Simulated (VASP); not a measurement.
# Ni3Hg (Pm-3m) in VASP: single point with PBE

Aim: the single point of Ni3Hg with PBE.

All numbers are computed with VASP 6.6.1; they aren't measurements. Logs are shortened: lines on timing, memory, paths and dates and some standing lists are left out, and cuts for length are marked.

## (1) The cell of the first run

The structure is cubic, space group Pm-3m (No. 221). Conventional cell: a = 3.745 Å, b = 3.745 Å, c = 3.745 Å, α = 90.00°, β = 90.00°, γ = 90.00°. Within 3.5 Å of Ni (site symmetry 4/mmm) lie 8 Ni at 2.65 Å and 4 Hg at 2.65 Å. Hg (site symmetry m-3m) has 12 Ni at 2.65 Å within 3.5 Å.

## (2) Single point, PBE, collinear spin, ferromagnetic start

Contents of INCAR:

```
PREC     = Accurate       # precision mode
ENCUT    = 520            # plane-wave cutoff, eV
EDIFF    = 1E-6           # SCF threshold, eV
ISMEAR   = 0              # smearing method
SIGMA    = 0.1            # smearing width, eV
LREAL    = False          # projectors in reciprocal space
LASPH    = True           # aspherical terms in the spheres
NELM     = 150            # most SCF steps
ALGO     = Normal         # electronic algorithm
ISIF     = 2              # what is computed and relaxed
LWAVE    = False          # write WAVECAR
LCHARG   = False          # write CHGCAR
ISPIN    = 2              # spin polarisation
MAGMOM   = 2 2 2 0        # initial moments
LORBIT   = 11             # projections on sites
LMAXMIX  = 4              # l up to which the mixer works
GGA      = PE             # functional
NBANDS   = 33             # bands
```

Contents of KPOINTS:

```
Automatic mesh
0
Gamma
  6 6 6
```

Contents of POSCAR:

```
Ni3Hg
1.0
    3.7449110000      0.0000000000      0.0000000000
    0.0000000000      3.7449110000      0.0000000000
    0.0000000000      0.0000000000      3.7449110000
Ni Hg
3 1
Direct
    0.0000000000      0.5000000000      0.5000000000
    0.5000000000      0.0000000000      0.5000000000
    0.5000000000      0.5000000000      0.0000000000
    0.0000000000      0.0000000000      0.0000000000
```

Potentials or basis: VASP PAW PBE potentials, release 64 (Ni, Hg).

Command:

```console
> cat potpaw_PBE.64/Ni/POTCAR potpaw_PBE.64/Hg/POTCAR > POTCAR
> mpirun -np 1 vasp_std > vasp.out
```

OUTCAR:

```text
PREC = Accurate
   ENCUT = 520
   EDIFF = 1E-6
   ISMEAR = 0
   LREAL = False
   LASPH = True
   NELM = 150
   ISIF = 2
   ISPIN = 2
   LORBIT = 11
   GGA = PE

 ion  position               nearest neighbor table
   1  0.000  0.500  0.500-   2 2.65   3 2.65   4 2.65   3 2.65   4 2.65   2 2.65   4 2.65   4 2.65
                             2 2.65   3 2.65   3 2.65   2 2.65
   2  0.500  0.000  0.500-   1 2.65   3 2.65   4 2.65   3 2.65   4 2.65   1 2.65   3 2.65   3 2.65
                             1 2.65   4 2.65   4 2.65   1 2.65
   3  0.500  0.500  0.000-   1 2.65   2 2.65   4 2.65   1 2.65   2 2.65   2 2.65   4 2.65   2 2.65
                             1 2.65   4 2.65   1 2.65   4 2.65
   4  0.000  0.000  0.000-   1 2.65   2 2.65   3 2.65   1 2.65   2 2.65   1 2.65   3 2.65   1 2.65
                             2 2.65   3 2.65   2 2.65   3 2.65

  LATTYP: Found a simple cubic cell.
 ALAT       =     3.7449110000

  Lattice vectors:

 A1 = (   3.7449110000,   0.0000000000,   0.0000000000)
 A2 = (   0.0000000000,   3.7449110000,   0.0000000000)
 A3 = (   0.0000000000,   0.0000000000,   3.7449110000)

Analysis of symmetry for initial positions (statically):
=====================================================================
 Subroutine PRICEL returns:
 Original cell was already a primitive cell.

 Routine SETGRP: Setting up the symmetry group for a
 simple cubic supercell.

 Subroutine GETGRP returns: Found 48 space group operations
 (whereof 48 operations were pure point group operations)
 out of a pool of 48 trial point group operations.

The static configuration has the point symmetry O_h .

Analysis of symmetry for dynamics (positions and initial velocities):
=====================================================================
 Subroutine PRICEL returns:
 Original cell was already a primitive cell.

 Routine SETGRP: Setting up the symmetry group for a
 simple cubic supercell.

 Subroutine GETGRP returns: Found 48 space group operations
 (whereof 48 operations were pure point group operations)
 out of a pool of 48 trial point group operations.

The dynamic configuration has the point symmetry O_h .

Analysis of structural, dynamic, and magnetic symmetry:
=====================================================================
 Subroutine PRICEL returns:
 Original cell was already a primitive cell.

[... 129 lines left out ...]
  Thomas-Fermi vector in A             =   2.628525
   LORBIT       =     11    0 simple, 1 ext, 2 COOP (PROOUT), +10 PAW based schemes
   GGA     = PE    functional components
   LHFCALC =     F    Hartree Fock is set to
   AEXX    =    0.0000 exact exchange contribution
   IVDW    =     0    specifies the selected vdW correction
   LEPSILON=     F    determine dielectric tensor
   LRPA    =     F    only Hartree local field effects (RPA)
 spin polarized calculation
 Gauss-broadening in eV      SIGMA  =   0.10
  energy-cutoff  :      520.00
  volume of cell :       52.52
 maximum number of plane-waves:      1434
 NGX is ok and might be reduce to    28
   NGX = 13   NGY = 13   NGZ = 13

 number of electron      41.9999925 magnetization       1.1917691

 Free energy of the ion-electron system (eV)
  ---------------------------------------------------
  ext. energy  EPLUGINS =         0.00000000
  ---------------------------------------------------
  free energy    TOTEN  =       -15.75022943 eV

  energy without entropy =      -15.72501176  energy(sigma->0) =      -15.73762060

 E-fermi :   7.2768     XC(G=0): -12.7508

 val. band max:        7.2696088969   @ k =   0.5000   0.5000   0.1667
 cond. band min:       7.2995986896   @ k =   0.5000   0.3333   0.0000
 fundamental gap:      0.0299897927
 Fermi energy:         7.2768210043

 spin component 1

 k-point     1 :       0.0000    0.0000    0.0000
  band No.  band energies     occupation
      1      -2.4142      1.00000
      2      -0.8807      1.00000
      3      -0.8807      1.00000
      4      -0.2871      1.00000
      5      -0.2871      1.00000
      6      -0.2871      1.00000
[... 709 lines left out ...]
     32      26.7825      0.00000
     33      27.1785      0.00000
 Fermi energy:         7.2768210043

 spin component 2

 k-point     1 :       0.0000    0.0000    0.0000
  band No.  band energies     occupation
      1      -2.4271      1.00000
      2      -0.8718      1.00000
      3      -0.8718      1.00000
      4      -0.2717      1.00000
      5      -0.2717      1.00000
      6      -0.2717      1.00000
[... 709 lines left out ...]
     32      26.7114      0.00000
     33      27.2298      0.00000

------------------------ aborting loop because EDIFF is reached ----------------------------------------

  FORCE on cell =-STRESS in cart. coord.  units (eV):
  Direction    XX          YY          ZZ          XY          YZ          ZX
  --------------------------------------------------------------------------------------
  -------------------------------------------------------------------------------------
  Total        0.6857420      0.6857420      0.6857420     -0.0000000      0.0000000     -0.0000000
  in kB       20.9192852     20.9192852     20.9192852     -0.0000000      0.0000000     -0.0000000
  external PRESSURE =      20.9192852 kB  Pullay stress =       0.0000000 kB

 VOLUME and BASIS-vectors are now :
 -----------------------------------------------------------------------------
  energy-cutoff  :      520.00
  volume of cell :       52.52
      direct lattice vectors                 reciprocal lattice vectors
     3.744911000  0.000000000  0.000000000     0.267029043  0.000000000  0.000000000
     0.000000000  3.744911000  0.000000000     0.000000000  0.267029043  0.000000000
     0.000000000  0.000000000  3.744911000     0.000000000  0.000000000  0.267029043

 POSITION                                       TOTAL-FORCE (eV/Angst)
 -----------------------------------------------------------------------------------
      0.00000      1.87246      1.87246         0.000000      0.000000      0.000000
      1.87246      0.00000      1.87246         0.000000      0.000000      0.000000
      1.87246      1.87246      0.00000         0.000000      0.000000      0.000000
      0.00000      0.00000      0.00000         0.000000      0.000000      0.000000
 -----------------------------------------------------------------------------------
    total drift:                                0.000000      0.000000      0.000000

  FREE ENERGIE OF THE ION-ELECTRON SYSTEM (eV)
  ---------------------------------------------------
  free  energy   TOTEN  =       -15.7502294323 eV

  energy  without entropy=      -15.7250117619  energy(sigma->0) =      -15.73762060

 total charge

# of ion       s       p       d       tot
------------------------------------------
    1        0.416   0.387   8.378   9.181
    2        0.416   0.387   8.378   9.181
    3        0.416   0.387   8.378   9.181
    4        0.814   0.647   9.276  10.738
--------------------------------------------------
tot          2.062   1.809  34.411  38.282

 magnetization (x)

# of ion       s       p       d       tot
------------------------------------------
    1       -0.002  -0.007   0.422   0.413
    2       -0.002  -0.007   0.422   0.413
    3       -0.002  -0.007   0.422   0.413
    4        0.001  -0.016   0.003  -0.012
--------------------------------------------------
tot         -0.004  -0.037   1.269   1.228
```

OSZICAR:

```text
N       E                     dE             d eps       ncg     rms          rms(c)
DAV:   1     0.321637189648E+03    0.32164E+03   -0.19466E+04  2688   0.172E+03
DAV:   2     0.277084508161E+01   -0.31887E+03   -0.29797E+03  2640   0.350E+02
DAV:   3    -0.168661249283E+02   -0.19637E+02   -0.18958E+02  2896   0.106E+02
DAV:   4    -0.171392769062E+02   -0.27315E+00   -0.27277E+00  3017   0.126E+01
DAV:   5    -0.171465289541E+02   -0.72520E-02   -0.72516E-02  3634   0.172E+00    0.209E+01
DAV:   6    -0.177599052180E+02   -0.61338E+00   -0.15179E+01  3014   0.589E+01    0.151E+01
DAV:   7    -0.158179580956E+02    0.19419E+01   -0.75084E+00  3077   0.459E+01    0.833E+00
DAV:   8    -0.157777694860E+02    0.40189E-01   -0.36081E-01  2996   0.448E+00    0.470E+00
DAV:   9    -0.157517453790E+02    0.26024E-01   -0.52469E-02  3346   0.325E+00    0.159E+00
DAV:  10    -0.157504586414E+02    0.12867E-02   -0.60542E-03  3643   0.734E-01    0.210E-01
DAV:  11    -0.157502360718E+02    0.22257E-03   -0.92322E-04  3115   0.448E-01    0.107E-01
DAV:  12    -0.157502337518E+02    0.23200E-05   -0.14435E-04  2913   0.105E-01    0.535E-02
DAV:  13    -0.157502301174E+02    0.36344E-05   -0.14423E-05  2877   0.448E-02    0.329E-02
DAV:  14    -0.157502294323E+02    0.68503E-06   -0.22306E-06  2789   0.146E-02
   1 F= -.15750229E+02 E0= -.15737621E+02  d E =-.252177E-01  mag=     1.1911
```

stdout:

```text
POSCAR found type information on POSCAR NiHg
 POSCAR found :  2 types and       4 ions
 scaLAPACK will be used
 LDA part: xc-table for (Slater+PW92), standard interpolation
 POSCAR, INCAR and KPOINTS ok, starting setup
 FFT: planning ... GRIDC
 FFT: planning ... GRID_SOFT
 FFT: planning ... GRID
 WAVECAR not read
 entering main loop
```

Run time: 35 s. Hardware: 1 thread of Intel Xeon Platinum 8559C (Emerald Rapids), shared host; peak memory 0.2 GiB.

What came out:

* Free energy: -15.7502 eV
* Pressure: 2.1 GPa
* Net moment: 1.19 μB per cell
* Site moments: Ni +0.41; Hg -0.01 μB
* Valence electrons inside the program's atomic spheres: Ni 9.18; Hg 10.74

Caveat: spin-orbit coupling is left out, which moves the levels of the heavy elements.
